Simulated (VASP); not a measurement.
A run of VASP 6.6.1:

POSCAR

```
ScIr
1.0
    3.2348722400      0.0000000000      0.0000000000
    0.0000000000      3.2348722400      0.0000000000
    0.0000000000      0.0000000000      3.2348722400
Sc Ir
1 1
Direct
    0.5000000000      0.5000000000      0.5000000000
    0.0000000000      0.0000000000      0.0000000000
```

File INCAR.step1:

```
ALGO = Normal ; EDIFF = 1E-4
ENCUT = 520 ; GGA = PE
ISMEAR = -1 ; LASPH = True
LCHARG = False ; LREAL = False
LWAVE = True ; NBANDS = 17
NELM = 80 ; PREC = Accurate
SIGMA = 0.1
```

File INCAR.step2:

```
ALGO = Normal ; EDIFF = 1E-7
ENCUT = 520 ; ISIF = 2
ISMEAR = -1 ; ISTART = 1
LASPH = True ; LCHARG = False
LMIXTAU = True ; LREAL = False
LWAVE = False ; METAGGA = R2SCAN
NBANDS = 17 ; NELM = 80
PREC = Accurate ; SIGMA = 0.1
```

KPOINTS

```
k-points
0
Gamma
  10 10 10
```

Potentials or basis: VASP PAW PBE potentials, release 64 (Sc_sv, Ir).

Command:

```sh
$ cat potpaw_PBE.64/Sc_sv/POTCAR potpaw_PBE.64/Ir/POTCAR > POTCAR
$ cp INCAR.step1 INCAR
$ mpirun -np 1 vasp_std > vasp.out
$ cp INCAR.step2 INCAR
$ mpirun -np 1 vasp_std > vasp.out
```

Hardware: 1 thread of Intel Xeon 6975P-C, with other jobs on the host.

**Question.** How long does it take, and how much memory?

**Answer.** It took 68 s on 1 thread of Intel Xeon 6975P-C (shared host), peak memory 0.17 GiB. Counts: k points 56.
